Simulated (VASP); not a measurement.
# Cl2O3 (Pn-3m) in VASP: notebook

Runs on Cl2O3. Level: PBE. Tasks: single point.

Everything below comes from runs of VASP 6.6.1. Logs are shortened: lines on timing, memory, paths and dates and some standing lists are left out, and cuts for length are marked.

### Step 1. The cell of the first run

Symmetry: Pn-3m, No. 224, cubic system. Conventional cell: a = 5.099 Å, b = 5.099 Å, c = 5.099 Å, α = 90.00°, β = 90.00°, γ = 90.00°. Cl (site symmetry -3m) has 6 O at 2.21 Å within 2.9 Å. O (site symmetry -42m) has 4 Cl at 2.21 Å and 4 O at 2.55 Å within 2.9 Å.

### Step 2. Single point, PBE

INCAR

```
SYSTEM = Cl2O3
  PREC = Accurate
  ENCUT = 520
  EDIFF = 1E-6
  ISMEAR = -1
  SIGMA = 0.06122561905347299
  LREAL = .False.
  LASPH = .True.
  NELM = 60
  ALGO = Normal
  ISIF = 2
  LWAVE = .False.
  LCHARG = .False.
  GGA = PE
  NBANDS = 43
```

KPOINTS

```
Automatic mesh
0
Gamma
  11 11 11
  0 0 0
```

POSCAR

```
Cl2O3
1.0
    5.0986766227      0.0000000000      0.0000000000
    0.0000000000      5.0986766227      0.0000000000
    0.0000000000      0.0000000000      5.0986766227
Cl O
4 6
Direct
    0.2500000000      0.2500000000      0.2500000000
    0.7500000000      0.7500000000      0.2500000000
    0.7500000000      0.2500000000      0.7500000000
    0.2500000000      0.7500000000      0.7500000000
    0.5000000000      0.0000000000      0.0000000000
    0.0000000000      0.5000000000      0.0000000000
    0.0000000000      0.0000000000      0.5000000000
    0.5000000000      0.5000000000      0.0000000000
    0.5000000000      0.0000000000      0.5000000000
    0.0000000000      0.5000000000      0.5000000000
```

Potentials or basis: VASP PAW PBE potentials, release 64 (Cl, O).

Run with:

```
$ cat potpaw_PBE.64/Cl/POTCAR potpaw_PBE.64/O/POTCAR > POTCAR
$ mpirun -np 1 vasp_std > vasp.out
```

OUTCAR:

```text
SYSTEM = Cl2O3
   PREC = Accurate
   ENCUT = 520
   EDIFF = 1E-6
   ISMEAR = -1
   LREAL = .False.
   LASPH = .True.
   NELM = 60
   ISIF = 2
   GGA = PE

 ion  position               nearest neighbor table
   1  0.250  0.250  0.250-   5 2.21   6 2.21   7 2.21   8 2.21   9 2.21  10 2.21
   2  0.750  0.750  0.250-   5 2.21   6 2.21   7 2.21   8 2.21   9 2.21  10 2.21
   3  0.750  0.250  0.750-   5 2.21   6 2.21   7 2.21   8 2.21   9 2.21  10 2.21
   4  0.250  0.750  0.750-   5 2.21   6 2.21   7 2.21   8 2.21   9 2.21  10 2.21
   5  0.500  0.000  0.000-   1 2.21   2 2.21   3 2.21   4 2.21
   6  0.000  0.500  0.000-   1 2.21   2 2.21   3 2.21   4 2.21
   7  0.000  0.000  0.500-   1 2.21   2 2.21   3 2.21   4 2.21
   8  0.500  0.500  0.000-   1 2.21   2 2.21   3 2.21   4 2.21
   9  0.500  0.000  0.500-   1 2.21   2 2.21   3 2.21   4 2.21
  10  0.000  0.500  0.500-   1 2.21   2 2.21   3 2.21   4 2.21

  LATTYP: Found a simple cubic cell.
 ALAT       =     5.0986766227

  Lattice vectors:

 A1 = (   5.0986766227,   0.0000000000,   0.0000000000)
 A2 = (   0.0000000000,   5.0986766227,   0.0000000000)
 A3 = (   0.0000000000,   0.0000000000,   5.0986766227)

Analysis of symmetry for initial positions (statically):
=====================================================================
 Subroutine PRICEL returns:
 Original cell was already a primitive cell.

 Routine SETGRP: Setting up the symmetry group for a
 simple cubic supercell.

 Subroutine GETGRP returns: Found 48 space group operations
 (whereof 24 operations were pure point group operations)
 out of a pool of 48 trial point group operations.

The static configuration has the point symmetry T_d .
 The point group associated with its full space group is O_h .

Analysis of symmetry for dynamics (positions and initial velocities):
=====================================================================
 Subroutine PRICEL returns:
 Original cell was already a primitive cell.

 Routine SETGRP: Setting up the symmetry group for a
 simple cubic supercell.

 Subroutine GETGRP returns: Found 48 space group operations
 (whereof 24 operations were pure point group operations)
 out of a pool of 48 trial point group operations.

The dynamic configuration has the point symmetry T_d .
 The point group associated with its full space group is O_h .

 Subroutine INISYM returns: Found 48 space group operations
 (whereof 24 operations are pure point group operations),
 and found     1 'primitive' translations

----------------------------------------------------------------------------------------

                                     Primitive cell

  volume of cell :     132.5478

  direct lattice vectors                    reciprocal lattice vectors
     5.098676623  0.000000000  0.000000000     0.196129324  0.000000000  0.000000000
     0.000000000  5.098676623  0.000000000     0.000000000  0.196129324  0.000000000
     0.000000000  0.000000000  5.098676623     0.000000000  0.000000000  0.196129324

  length of vectors
     5.098676623  5.098676623  5.098676623     0.196129324  0.196129324  0.196129324

  position of ions in fractional coordinates (direct lattice)
     0.250000000  0.250000000  0.250000000
     0.750000000  0.750000000  0.250000000
     0.750000000  0.250000000  0.750000000
     0.250000000  0.750000000  0.750000000
     0.500000000  0.000000000  0.000000000
     0.000000000  0.500000000  0.000000000
     0.000000000  0.000000000  0.500000000
     0.500000000  0.500000000  0.000000000
     0.500000000  0.000000000  0.500000000
     0.000000000  0.500000000  0.500000000

  ion indices of the primitive-cell ions
   primitive index   ion index
                 1           1
                 2           2
                 3           3
                 4           4
                 5           5
                 6           6
                 7           7
                 8           8
                 9           9
                10          10

----------------------------------------------------------------------------------------

 KPOINTS: Automatic mesh

Automatic generation of k-mesh.
 Grid dimensions read from file:
 generate k-points for:   11   11   11

 Generating k-lattice:

  Cartesian coordinates                     Fractional coordinates (reciprocal lattice)
     0.017829939  0.000000000  0.000000000     0.090909091  0.000000000  0.000000000
     0.000000000  0.017829939  0.000000000     0.000000000  0.090909091  0.000000000
     0.000000000  0.000000000  0.017829939     0.000000000  0.000000000  0.090909091

  Length of vectors
     0.017829939  0.017829939  0.017829939

  Shift w.r.t. Gamma in fractional coordinates (k-lattice)
     0.000000000  0.000000000  0.000000000

 Subroutine IBZKPT returns following result:
 ===========================================

 Found     56 irreducible k-points:

 Following reciprocal coordinates:
            Coordinates               Weight
  0.000000  0.000000  0.000000      1.000000
  0.090909  0.000000  0.000000      6.000000
  0.181818  0.000000  0.000000      6.000000
  0.272727  0.000000  0.000000      6.000000
  0.363636  0.000000  0.000000      6.000000
  0.454545  0.000000  0.000000      6.000000
[... 16 lines left out ...]
  0.181818  0.090909  0.090909     24.000000
  0.272727  0.090909  0.090909     24.000000
 [... further k-points ...]
   k-points           NKPTS =     56   k-points in BZ     NKDIM =     56   number of bands    NBANDS=     43
   number of dos      NEDOS =    301   number of ions     NIONS =     10
   total plane-waves  NPLWV =  64000
   dimension x,y,z NGX =    40 NGY =   40 NGZ =   40
   dimension x,y,z NGXF=    80 NGYF=   80 NGZF=   80
   ions per type =               4   6
   NGX,Y,Z   is equivalent  to a cutoff of  13.04, 13.04, 13.04 a.u.
   NGXF,Y,Z  is equivalent  to a cutoff of  26.08, 26.08, 26.08 a.u.
 SYSTEM =  Cl2O3
   PREC   = accura    normal or accurate (medium, high low for compatibility)
   ISTART =      0    job   : 0-new  1-cont  2-samecut
   ICHARG =      2    charge: 1-file 2-atom 10-const
   ISPIN  =      1    spin polarized calculation?
   LNONCOLLINEAR =      F non collinear calculations
   LSORBIT =      F    spin-orbit coupling
   LASPH  =      T    aspherical Exc in radial PAW
   ENCUT  =  520.0 eV  38.22 Ry    6.18 a.u.   9.48  9.48  9.48*2*pi/ulx,y,z
   NELM   =     60;   NELMIN=  2; NELMDL= -5     # of ELM steps
   EDIFF  = 0.1E-05   stopping-criterion for ELM
   LREAL  =      F    real-space projection
   EDIFFG = 0.1E-04   stopping-criterion for IOM
   NSW    =      0    number of steps for IOM
   IBRION =     -1    ionic relax: 0-MD 1-quasi-New 2-CG
   NFREE  =      0    steps in history (QN), initial steepest desc. (CG)
   ISIF   =      2    stress and relaxation
   ISYM   =      2    0-nonsym 1-usesym 2-fastsym
   POTIM  = 0.5000    time-step for ionic-motion
   TEBEG  =    0.0;   TEEND  =   0.0 temperature during run
   PSTRESS=    0.0 pullay stress
   NELECT =      64.0000    total number of electrons
   NUPDOWN=      -1.0000    fix difference up-down
   EMIN   =  10.00;   EMAX   =-10.00  energy-range for DOS
   EFERMI =   0.00;   METHOD = LEGACY
   ISMEAR =    -1;   SIGMA  =   0.06  broadening in eV -4-tet -1-fermi 0-gaus
   EFERMI_NEDOS =   21; number of points for ismear=-14 and -15
   IALGO  =     38    algorithm
   IMIX   =      4    mixing-type and parameters
     AMIX     =   0.40;   BMIX     =  1.00
     AMIX_MAG =   1.60;   BMIX_MAG =  1.00
  volume/ion in A,a.u.               =      13.25        89.45
  Fermi-wavevector in a.u.,A,eV,Ry     =   1.284332  2.427036 22.442933  1.649509
  Thomas-Fermi vector in A             =   2.416532
   LORBIT       =      0    0 simple, 1 ext, 2 COOP (PROOUT), +10 PAW based schemes
   GGA     = PE    functional components
   LHFCALC =     F    Hartree Fock is set to
   AEXX    =    0.0000 exact exchange contribution
   IVDW    =     0    specifies the selected vdW correction
   LEPSILON=     F    determine dielectric tensor
   LRPA    =     F    only Hartree local field effects (RPA)
 non-spin polarized calculation
  energy-cutoff  :      520.00
  volume of cell :      132.55
 maximum number of plane-waves:      3603
 NGX is ok and might be reduce to    40
   NGX = 19   NGY = 19   NGZ = 19

 number of electron      64.0000052 magnetization

 Free energy of the ion-electron system (eV)
  ---------------------------------------------------
  ext. energy  EPLUGINS =         0.00000000
  ---------------------------------------------------
  free energy    TOTEN  =       -23.54555624 eV

  energy without entropy =      -23.46886137  energy(sigma->0) =      -23.50720881

 E-fermi :   3.2686     XC(G=0): -10.0762

 val. band max:        3.2672208148   @ k =   0.4545   0.0909   0.0909
 cond. band min:       3.2754218134   @ k =   0.1818   0.0909   0.0000
 fundamental gap:      0.0082009986
 Fermi energy:         3.2685914261

 k-point     1 :       0.0000    0.0000    0.0000
  band No.  band energies     occupation
      1     -17.2122      2.00000
      2     -15.0494      2.00000
      3     -15.0494      2.00000
      4     -13.8470      2.00000
      5     -13.8470      2.00000
      6     -13.6075      2.00000
[... 35 lines left out ...]
     42      11.6970      0.00000
     43      11.6970      0.00000

 k-point     2 :       0.0909    0.0000    0.0000
  band No.  band energies     occupation
      1     -17.1854      2.00000
      2     -15.1444      2.00000
      3     -15.0290      2.00000
      4     -13.8777      2.00000
      5     -13.8465      2.00000
      6     -13.6793      2.00000
[... 35 lines left out ...]
     42      11.7404      0.00000
     43      11.7405      0.00000

 k-point     3 :       0.1818    0.0000    0.0000
  band No.  band energies     occupation
      1     -17.1052      2.00000
      2     -15.3829      2.00000
      3     -14.9694      2.00000
      4     -13.9637      2.00000
      5     -13.8435      2.00000
      6     -13.7496      2.00000
[... 919 lines left out ...]
      6     -13.8824      2.00000
[... 35 lines left out ...]
     42      11.9291      0.00000
     43      11.9532      0.00000

 k-point    24 :       0.2727    0.0909    0.0909
  band No.  band energies     occupation
      1     -16.9221      2.00000
      2     -15.6614      2.00000
      3     -14.9973      2.00000
      4     -14.1506      2.00000
      5     -13.9634      2.00000
      6     -13.8790      2.00000
[... 35 lines left out ...]
     42      12.0920      0.00000
     43      12.1236      0.00000

 [... further k-points ...]
[... 5 lines left out ...]
  --------------------------------------------------------------------------------------
  -------------------------------------------------------------------------------------
  Total        1.3133725      1.3133725      1.3133725      0.0000000      0.0000000      0.0000000
  in kB       15.8754521     15.8754521     15.8754521      0.0000000      0.0000000      0.0000000
  external PRESSURE =      15.8754521 kB  Pullay stress =       0.0000000 kB

 VOLUME and BASIS-vectors are now :
 -----------------------------------------------------------------------------
  energy-cutoff  :      520.00
  volume of cell :      132.55
      direct lattice vectors                 reciprocal lattice vectors
     5.098676623  0.000000000  0.000000000     0.196129324  0.000000000  0.000000000
     0.000000000  5.098676623  0.000000000     0.000000000  0.196129324  0.000000000
     0.000000000  0.000000000  5.098676623     0.000000000  0.000000000  0.196129324

 POSITION                                       TOTAL-FORCE (eV/Angst)
 -----------------------------------------------------------------------------------
      1.27467      1.27467      1.27467        -0.000000      0.000000      0.000000
      3.82401      3.82401      1.27467        -0.000000      0.000000      0.000000
      3.82401      1.27467      3.82401        -0.000000      0.000000     -0.000000
      1.27467      3.82401      3.82401        -0.000000     -0.000000      0.000000
      2.54934      0.00000      0.00000         0.000000     -0.000000      0.000000
      0.00000      2.54934      0.00000         0.000000      0.000000      0.000000
      0.00000      0.00000      2.54934         0.000000      0.000000      0.000000
      2.54934      2.54934      0.00000         0.000000      0.000000     -0.000000
      2.54934      0.00000      2.54934         0.000000     -0.000000     -0.000000
      0.00000      2.54934      2.54934         0.000000     -0.000000     -0.000000
 -----------------------------------------------------------------------------------
    total drift:                               -0.000000      0.000000     -0.000000

  FREE ENERGIE OF THE ION-ELECTRON SYSTEM (eV)
  ---------------------------------------------------
  free  energy   TOTEN  =       -23.5455562437 eV

  energy  without entropy=      -23.4688613690  energy(sigma->0) =      -23.50720881
```

Run time: 3.5 min. Hardware: 1 thread of Intel Xeon Platinum 8488C (Sapphire Rapids), shared host; peak memory 0.36 GiB.

What came out:

| Item | Value |
| --- | --- |
| Free energy | -23.5456 eV |
| Pressure | 1.6 GPa |
| Band gap on the k mesh | zero (bands 32 and 33 overlap by 1.00 eV) |

Levels at points of the mesh, in eV from the Fermi level:
```csv
k point,band 29,band 30,band 31,band 32,band 33,band 34,band 35,band 36
"(0.00, 0.00, 0.00)",-1.12,-1.12,-1.12,-0.06,-0.06,-0.06,1.10,1.10
```

### Step 3. Single point, PBE

INCAR

```
ALGO     = Normal         # electronic algorithm
EDIFF    = 1E-6           # SCF threshold, eV
ENCUT    = 520            # plane-wave cutoff, eV
GGA      = PE             # functional
ISIF     = 2              # what is computed and relaxed
ISMEAR   = -1             # smearing method
LASPH    = True           # aspherical terms in the spheres
LCHARG   = True           # write CHGCAR
LELF     = True           # ELF
LREAL    = False          # projectors in reciprocal space
LVHAR    = True         
LWAVE    = False          # write WAVECAR
NBANDS   = 43             # bands
NELM     = 80             # most SCF steps
PREC     = Accurate       # precision mode
SIGMA    = 0.06122561905347299 # smearing width, eV
```

KPOINTS

```
k-points
0
Gamma
  11 11 11
```

POSCAR is that of step 2.

Potentials or basis: VASP PAW PBE potentials, release 64 (Cl, O).

Run with:

```
$ cat potpaw_PBE.64/Cl/POTCAR potpaw_PBE.64/O/POTCAR > POTCAR
$ mpirun -np 1 vasp_std > vasp.out
```

It took 3.3 min on 1 thread of Intel Xeon Platinum 8488C (Sapphire Rapids), shared host; peak memory 0.36 GiB.

The run converged. Its results:

| Item | Value |
| --- | --- |
| Free energy | -23.5456 eV |
| Pressure | 1.6 GPa |
| Band gap on the k mesh | zero (bands 32 and 33 overlap by 1.00 eV) |

Levels at points of the mesh, in eV from the Fermi level:
```tsv
k point	band 30	band 31	band 32	band 33	band 34	band 35
(0.00, 0.00, 0.00)	-1.12	-1.12	-0.06	-0.06	-0.06	1.10
```
